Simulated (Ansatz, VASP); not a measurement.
**Ir in VASP and in Ansatz**

```xyz
2
Lattice="3.3746 0.0000 0.0000 -1.6873 2.9225 0.0000 0.0000 0.0000 5.6471" Properties=species:S:1:pos:R:3 pbc="T T T"
Ir    0.0000    1.9483    1.4118
Ir    1.6873    0.9742    4.2353
```

Alike in both runs: task relaxation of cell and atoms; functional PBEsol; k mesh 6 × 6 × 4; occupations gaussian, width 0.1 eV; no spin polarisation.

```csv
,VASP,Ansatz
version,VASP 6.6.1,Ansatz 0.2.0
potentials or method,"VASP PAW PBE potentials, release 64 (Ir), cutoff 600 eV","scalar-relativistic, plane waves, PAW"
valence electrons in the cell,18,34
```

VASP gave:

```
gap on the k mesh at the Fermi level, each at its own relaxed structure (eV) : none
relaxed volume (Å³/atom)                                                     : 14.15
relaxed length of the cell vector where the two differ most in proportion (Å)              : 2.734
```

Estimate Ansatz's values.

gap on the k mesh at the Fermi level, each at its own relaxed structure (eV): none; relaxed volume (Å³/atom): 14.11; relaxed length of the cell vector where the two differ most in proportion (Å): 2.731.

VASP's potentials were made for PBE, not for PBEsol. A gap of «none» marks a metal or a gap that the smearing closes. VASP's potentials hold 18 valence electrons a cell and Ansatz's 34, so a difference there can come from the potentials and not from the codes.

Neither program's run includes spin-orbit coupling. Noted on VASP's run: the volume moved by over 15 % at a fixed basis, so the end points are rough.
